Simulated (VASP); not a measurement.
# Al (Fm-3m) in VASP: notebook

Runs on Al. Level: PBE. Tasks: single point.

All numbers are computed with VASP 6.6.1; they aren't measurements. Logs are shortened: lines on timing, memory, paths and dates and some standing lists are left out, and cuts for length are marked.

## Step 1: The cell of the first run

Symmetry: Fm-3m, No. 225, cubic system. Conventional cell: a = 3.813 Å, b = 3.813 Å, c = 3.813 Å, α = 90.00°, β = 90.00°, γ = 90.00°. Al (site symmetry m-3m) has 12 Al at 2.70 Å within 3.6 Å.

## Step 2: Single point, PBE

Input file INCAR:

```
SYSTEM = Al
ALGO = Normal
EDIFF = 1E-6
ENCUT = 500
GGA = PE
GGA_COMPAT = .FALSE.
ISIF = 2
ISMEAR = -1
LASPH = .TRUE.
LCHARG = .FALSE.
LREAL = .FALSE.
LWAVE = .FALSE.
NBANDS = 8
NELM = 120
PREC = Accurate
SIGMA = 0.15
```

Input file KPOINTS:

```
k-points
0
G
  14 14 14
  0 0 0
```

Input file POSCAR:

```
Al
1.0
    2.6960428543      0.0000000000      0.0000000000
    1.3480214271      2.3348416015      0.0000000000
    1.3480214271      0.7782805338      2.2013097725
Al
1
Direct
    0.0000000000      0.0000000000      0.0000000000
```

Potentials or basis: VASP PAW PBE potentials, release 64 (Al).

Started as:

```sh
cat potpaw_PBE.64/Al/POTCAR > POTCAR
mpirun -np 1 vasp_std > vasp.out
```

OUTCAR:

```text
SYSTEM = Al
   EDIFF = 1E-6
   ENCUT = 500
   GGA = PE
   ISIF = 2
   ISMEAR = -1
   LASPH = .TRUE.
   LREAL = .FALSE.
   NELM = 120
   PREC = Accurate

 ion  position               nearest neighbor table
   1  0.000  0.000  0.000-

  LATTYP: Found a face centered cubic cell.
 ALAT       =     3.8127803692

  Lattice vectors:

 A1 = (   2.6960428543,   0.0000000000,   0.0000000000)
 A2 = (   1.3480214271,   2.3348416015,   0.0000000000)
 A3 = (   1.3480214271,   0.7782805338,   2.2013097725)

Analysis of symmetry for initial positions (statically):
=====================================================================
 Subroutine PRICEL returns:
 Original cell was already a primitive cell.

 Routine SETGRP: Setting up the symmetry group for a
 face centered cubic supercell.

 Subroutine GETGRP returns: Found 48 space group operations
 (whereof 48 operations were pure point group operations)
 out of a pool of 48 trial point group operations.

The static configuration has the point symmetry O_h .

Analysis of symmetry for dynamics (positions and initial velocities):
=====================================================================
 Subroutine PRICEL returns:
 Original cell was already a primitive cell.

 Routine SETGRP: Setting up the symmetry group for a
 face centered cubic supercell.

 Subroutine GETGRP returns: Found 48 space group operations
 (whereof 48 operations were pure point group operations)
 out of a pool of 48 trial point group operations.

The dynamic configuration has the point symmetry O_h .

 Subroutine INISYM returns: Found 48 space group operations
 (whereof 48 operations are pure point group operations),
 and found     1 'primitive' translations

----------------------------------------------------------------------------------------

                                     Primitive cell

  volume of cell :      13.8569

  direct lattice vectors                    reciprocal lattice vectors
     2.696042854  0.000000000  0.000000000     0.370913985 -0.214147289 -0.151425000
     1.348021427  2.334841601  0.000000000     0.000000000  0.428294579 -0.151425000
     1.348021427  0.778280534  2.201309773     0.000000000  0.000000000  0.454275001

  length of vectors
     2.696042854  2.696042854  2.696042854     0.454275001  0.454275001  0.454275001

  position of ions in fractional coordinates (direct lattice)
     0.000000000  0.000000000  0.000000000

  ion indices of the primitive-cell ions
   primitive index   ion index
                 1           1

----------------------------------------------------------------------------------------

 KPOINTS: k-points

Automatic generation of k-mesh.
 Grid dimensions read from file:
 generate k-points for:   14   14   14

 Generating k-lattice:

  Cartesian coordinates                     Fractional coordinates (reciprocal lattice)
     0.026493856 -0.015296235 -0.010816071     0.071428571  0.000000000  0.000000000
     0.000000000  0.030592470 -0.010816071     0.000000000  0.071428571 -0.000000000
     0.000000000  0.000000000  0.032448214     0.000000000  0.000000000  0.071428571

  Length of vectors
     0.032448214  0.032448214  0.032448214

  Shift w.r.t. Gamma in fractional coordinates (k-lattice)
     0.000000000  0.000000000  0.000000000

 Subroutine IBZKPT returns following result:
 ===========================================

 Found    104 irreducible k-points:

 Following reciprocal coordinates:
            Coordinates               Weight
  0.000000  0.000000  0.000000      1.000000
  0.071429  0.000000  0.000000      8.000000
  0.142857  0.000000  0.000000      8.000000
  0.214286  0.000000  0.000000      8.000000
  0.285714  0.000000  0.000000      8.000000
  0.357143  0.000000  0.000000      8.000000
[... 16 lines left out ...]
  0.214286  0.142857  0.000000     24.000000
  0.285714  0.142857  0.000000     24.000000
 [... further k-points ...]
   k-points           NKPTS =    104   k-points in BZ     NKDIM =    104   number of bands    NBANDS=      8
   number of dos      NEDOS =    301   number of ions     NIONS =      1
   total plane-waves  NPLWV =   8000
   dimension x,y,z NGX =    20 NGY =   20 NGZ =   20
   dimension x,y,z NGXF=    40 NGYF=   40 NGZF=   40
   ions per type =               1
   NGX,Y,Z   is equivalent  to a cutoff of  12.33, 12.33, 12.33 a.u.
   NGXF,Y,Z  is equivalent  to a cutoff of  24.67, 24.67, 24.67 a.u.
 SYSTEM =  Al
   PREC   = accura    normal or accurate (medium, high low for compatibility)
   ISTART =      0    job   : 0-new  1-cont  2-samecut
   ICHARG =      2    charge: 1-file 2-atom 10-const
   ISPIN  =      1    spin polarized calculation?
   LNONCOLLINEAR =      F non collinear calculations
   LSORBIT =      F    spin-orbit coupling
   LASPH  =      T    aspherical Exc in radial PAW
   ENCUT  =  500.0 eV  36.75 Ry    6.06 a.u.   4.92  4.92  4.92*2*pi/ulx,y,z
   NELM   =    120;   NELMIN=  2; NELMDL= -5     # of ELM steps
   EDIFF  = 0.1E-05   stopping-criterion for ELM
   LREAL  =      F    real-space projection
   EDIFFG = 0.1E-04   stopping-criterion for IOM
   NSW    =      0    number of steps for IOM
   IBRION =     -1    ionic relax: 0-MD 1-quasi-New 2-CG
   NFREE  =      0    steps in history (QN), initial steepest desc. (CG)
   ISIF   =      2    stress and relaxation
   ISYM   =      2    0-nonsym 1-usesym 2-fastsym
   POTIM  = 0.5000    time-step for ionic-motion
   TEBEG  =    0.0;   TEEND  =   0.0 temperature during run
   PSTRESS=    0.0 pullay stress
   NELECT =       3.0000    total number of electrons
   NUPDOWN=      -1.0000    fix difference up-down
   EMIN   =  10.00;   EMAX   =-10.00  energy-range for DOS
   EFERMI =   0.00;   METHOD = LEGACY
   ISMEAR =    -1;   SIGMA  =   0.15  broadening in eV -4-tet -1-fermi 0-gaus
   EFERMI_NEDOS =   21; number of points for ismear=-14 and -15
   IALGO  =     38    algorithm
   IMIX   =      4    mixing-type and parameters
     AMIX     =   0.40;   BMIX     =  1.00
     AMIX_MAG =   1.60;   BMIX_MAG =  1.00
  volume/ion in A,a.u.               =      13.86        93.51
  Fermi-wavevector in a.u.,A,eV,Ry     =   0.983015  1.857629 13.147560  0.966318
  Thomas-Fermi vector in A             =   2.114141
   LORBIT       =      0    0 simple, 1 ext, 2 COOP (PROOUT), +10 PAW based schemes
   GGA     = PE    functional components
   LHFCALC =     F    Hartree Fock is set to
   AEXX    =    0.0000 exact exchange contribution
   IVDW    =     0    specifies the selected vdW correction
   LEPSILON=     F    determine dielectric tensor
   LRPA    =     F    only Hartree local field effects (RPA)
 non-spin polarized calculation
  energy-cutoff  :      500.00
  volume of cell :       13.86
 maximum number of plane-waves:       362
   NGX =  9   NGY =  9   NGZ =  9

 number of electron       3.0000000 magnetization

 Free energy of the ion-electron system (eV)
  ---------------------------------------------------
  ext. energy  EPLUGINS =         0.00000000
  ---------------------------------------------------
  free energy    TOTEN  =        -3.61590635 eV

  energy without entropy =       -3.58967693  energy(sigma->0) =       -3.60279164

 E-fermi :   9.9218     XC(G=0): -10.8457

 val. band max:        9.9134529170   @ k =   0.5000   0.2857   0.0000
 cond. band min:       9.9579134181   @ k =  -0.2857   0.2857   0.0000
 fundamental gap:      0.0444605011
 Fermi energy:         9.9218421610

 k-point     1 :       0.0000    0.0000    0.0000
  band No.  band energies     occupation
      1      -2.4491      2.00000
      2      23.5806      0.00000
      3      23.5806      0.00000
      4      23.5806      0.00000
      5      26.4987      0.00000
      6      26.4987      0.00000
      7      26.4987      0.00000
      8      27.7381      0.00000

 k-point     2 :       0.0714    0.0000    0.0000
  band No.  band energies     occupation
      1      -2.2934      2.00000
      2      21.4584      0.00000
      3      23.2769      0.00000
      4      23.2769      0.00000
      5      26.7639      0.00000
      6      27.0556      0.00000
      7      27.0556      0.00000
      8      29.4740      0.00000

 k-point     3 :       0.1429    0.0000    0.0000
  band No.  band energies     occupation
      1      -1.8279      2.00000
      2      18.3177      0.00000
      3      22.7362      0.00000
      4      22.7362      0.00000
      5      26.4716      0.00000
      6      28.2996      0.00000
      7      28.2996      0.00000
      8      28.9726      0.00000

 k-point     4 :       0.2143    0.0000    0.0000
  band No.  band energies     occupation
      1      -1.0561      2.00000
      2      15.2286      0.00000
      3      22.2894      0.00000
      4      22.2894      0.00000
      5      26.1244      0.00000
      6      27.2572      0.00000
      7      27.2572      0.00000
      8      30.1059      0.00000

 k-point     5 :       0.2857    0.0000    0.0000
  band No.  band energies     occupation
      1       0.0160      2.00000
      2      12.3200      0.00000
      3      22.0308      0.00000
      4      22.0308      0.00000
      5      25.8255      0.00000
      6      25.8255      0.00000
      7      25.9102      0.00000
      8      30.3078      0.00000

 k-point     6 :       0.3571    0.0000    0.0000
  band No.  band energies     occupation
      1       1.3795      2.00000
      2       9.6342      1.74376
      3      21.9806      0.00000
      4      21.9806      0.00000
      5      24.6373      0.00000
      6      24.6373      0.00000
      7      25.9026      0.00000
      8      29.0789      0.00000

 k-point     7 :       0.4286    0.0000    0.0000
  band No.  band energies     occupation
      1       3.0192      2.00000
      2       7.1986      2.00000
      3      22.1128      0.00000
      4      22.1128      0.00000
      5      23.7545      0.00000
      6      23.7545      0.00000
      7      26.0902      0.00000
      8      28.1101      0.00000

 k-point     8 :       0.5000   -0.0000    0.0000
  band No.  band energies     occupation
      1       4.6369      2.00000
      2       5.3152      2.00000
      3      22.2489      0.00000
      4      22.2489      0.00000
      5      23.3671      0.00000
      6      23.3671      0.00000
      7      26.2597      0.00000
      8      27.6740      0.00000

 k-point     9 :       0.0714    0.0714    0.0000
  band No.  band energies     occupation
      1      -2.2416      2.00000
      2      22.2719      0.00000
      3      22.3647      0.00000
      4      22.3647      0.00000
      5      25.9755      0.00000
      6      28.0352      0.00000
      7      28.0352      0.00000
      8      29.1067      0.00000

 k-point    10 :       0.1429    0.0714   -0.0000
  band No.  band energies     occupation
      1      -1.8795      2.00000
      2      19.4069      0.00000
      3      21.5716      0.00000
      4      22.6174      0.00000
      5      26.1488      0.00000
      6      27.2785      0.00000
      7      28.2075      0.00000
      8      29.3660      0.00000
[... 78 lines left out ...]
 k-point    18 :      -0.2857    0.0714   -0.0000
  band No.  band energies     occupation
      1       0.5735      2.00000
      2      11.5106      0.00005
      3      19.5211      0.00000
      4      23.4176      0.00000
      5      24.1817      0.00000
      6      25.6662      0.00000
      7      27.0523      0.00000
      8      31.1365      0.00000

 k-point    19 :      -0.2143    0.0714   -0.0000
  band No.  band energies     occupation
      1      -0.5954      2.00000
      2      14.3267      0.00000
      3      19.7524      0.00000
      4      23.8129      0.00000
      5      25.2999      0.00000
      6      26.8465      0.00000
      7      27.3409      0.00000
      8      29.3215      0.00000

 k-point    20 :      -0.1429    0.0714   -0.0000
  band No.  band energies     occupation
      1      -1.4671      2.00000
      2      17.2979      0.00000
      3      20.2633      0.00000
      4      24.0517      0.00000
      5      26.9001      0.00000
      6      27.2673      0.00000
      7      27.6682      0.00000
      8      28.6572      0.00000

 k-point    21 :      -0.0714    0.0714   -0.0000
  band No.  band energies     occupation
      1      -2.0346      2.00000
      2      20.0621      0.00000
      3      21.2878      0.00000
      4      23.9859      0.00000
      5      26.7855      0.00000
      6      27.2943      0.00000
      7      28.1193      0.00000
      8      28.7160      0.00000

 k-point    22 :       0.1429    0.1429    0.0000
  band No.  band energies     occupation
      1      -1.6216      2.00000
      2      20.2673      0.00000
      3      20.6297      0.00000
      4      20.6297      0.00000
      5      24.4123      0.00000
      6      25.5764      0.00000
      7      30.6836      0.00000
      8      30.6836      0.00000

 k-point    23 :       0.2143    0.1429    0.0000
  band No.  band energies     occupation
      1      -1.0560      2.00000
      2      17.5730      0.00000
      3      19.9296      0.00000
      4      20.9684      0.00000
      5      23.1102      0.00000
      6      25.1149      0.00000
      7      31.0893      0.00000
      8      31.4232      0.00000

 k-point    24 :       0.2857    0.1429    0.0000
  band No.  band energies     occupation
      1      -0.1875      2.00000
      2      14.6492      0.00000
      3      19.4772      0.00000
      4      20.6370      0.00000
      5      21.8967      0.00000
      6      26.3049      0.00000
      7      30.2815      0.00000
      8      31.0084      0.00000

 [... further k-points ...]

------------------------ aborting loop because EDIFF is reached ----------------------------------------

  FORCE on cell =-STRESS in cart. coord.  units (eV):
  Direction    XX          YY          ZZ          XY          YZ          ZX
  --------------------------------------------------------------------------------------
  -------------------------------------------------------------------------------------
  Total        1.7272926      1.7272926      1.7272926     -0.0000000     -0.0000000     -0.0000000
  in kB      199.7152035    199.7152035    199.7152034     -0.0000000     -0.0000000     -0.0000000
  external PRESSURE =     199.7152035 kB  Pullay stress =       0.0000000 kB

 VOLUME and BASIS-vectors are now :
 -----------------------------------------------------------------------------
  energy-cutoff  :      500.00
  volume of cell :       13.86
      direct lattice vectors                 reciprocal lattice vectors
     2.696042854  0.000000000  0.000000000     0.370913985 -0.214147289 -0.151425000
     1.348021427  2.334841601  0.000000000     0.000000000  0.428294579 -0.151425000
     1.348021427  0.778280534  2.201309773     0.000000000  0.000000000  0.454275001

 POSITION                                       TOTAL-FORCE (eV/Angst)
 -----------------------------------------------------------------------------------
      0.00000      0.00000      0.00000         0.000000     -0.000000      0.000000
 -----------------------------------------------------------------------------------
    total drift:                               -0.000000      0.000000      0.000000

  FREE ENERGIE OF THE ION-ELECTRON SYSTEM (eV)
  ---------------------------------------------------
  free  energy   TOTEN  =        -3.6159063462 eV

  energy  without entropy=       -3.5896769315  energy(sigma->0) =       -3.60279164
```

Wall time 4.6 s (1 thread of Intel Xeon 6975P-C (Granite Rapids), shared host); peak memory 0.12 GiB.

What came out:

- Free energy: -3.6159 eV
- Pressure: 20.0 GPa

Levels at points of the mesh, in eV from the Fermi level:
| k point | band 1 | band 2 | band 3 | band 4 |
| --- | --- | --- | --- | --- |
| (0.00, 0.00, 0.00) | -12.37 | 13.66 | 13.66 | 13.66 |
| (0.50, 0.00, 0.00) | -5.28 | -4.61 | 12.33 | 12.33 |
| (0.50, 0.50, 0.00) | -3.32 | -1.66 | 5.31 | 6.51 |

## Step 3: Single point, PBE

This run uses another cell than the first one, of 15.59 Å³/atom, 1.125 times its volume.

Input file INCAR:

```
SYSTEM = Al
  PREC = Accurate
  ENCUT = 500
  EDIFF = 1E-6
  ISMEAR = -1
  SIGMA = 0.15
  LREAL = .False.
  LASPH = .True.
  NELM = 120
  ALGO = Normal
  ISIF = 2
  LWAVE = .False.
  LCHARG = .True.
  GGA = PE
  LELF = .True.
  LVHAR = .True.
  NBANDS = 8
  GGA_COMPAT = .False.
```

Input file KPOINTS:

```
Automatic mesh
0
Gamma
  14 14 14
  0 0 0
```

Input file POSCAR:

```
Al
1.0
    2.8041604879      0.0000000000      0.0000000000
    1.4020802440      2.4284742188      0.0000000000
    1.4020802440      0.8094914063      2.2895874508
Al
1
Direct
    0.0000000000      0.0000000000      0.0000000000
```

Potentials or basis: VASP PAW PBE potentials, release 64 (Al).

Started as:

```sh
cat potpaw_PBE.64/Al/POTCAR > POTCAR
mpirun -np 1 vasp_std > vasp.out
```

Wall time 4.9 s (1 thread of Intel Xeon 6975P-C (Granite Rapids), shared host); peak memory 0.12 GiB.

Results (log left out):

```yaml
Free_energy: -3.7427 eV
Pressure: 4.9 GPa
```

Levels at points of the mesh, in eV from the Fermi level:
```csv
k point,band 1,band 2,band 3,band 4
"(0.00, 0.00, 0.00)",-11.52,12.95,12.95,12.95
"(0.50, 0.00, 0.00)",-4.81,-4.45,11.74,11.74
"(0.50, 0.50, 0.00)",-3.05,-1.61,5.28,5.88
```
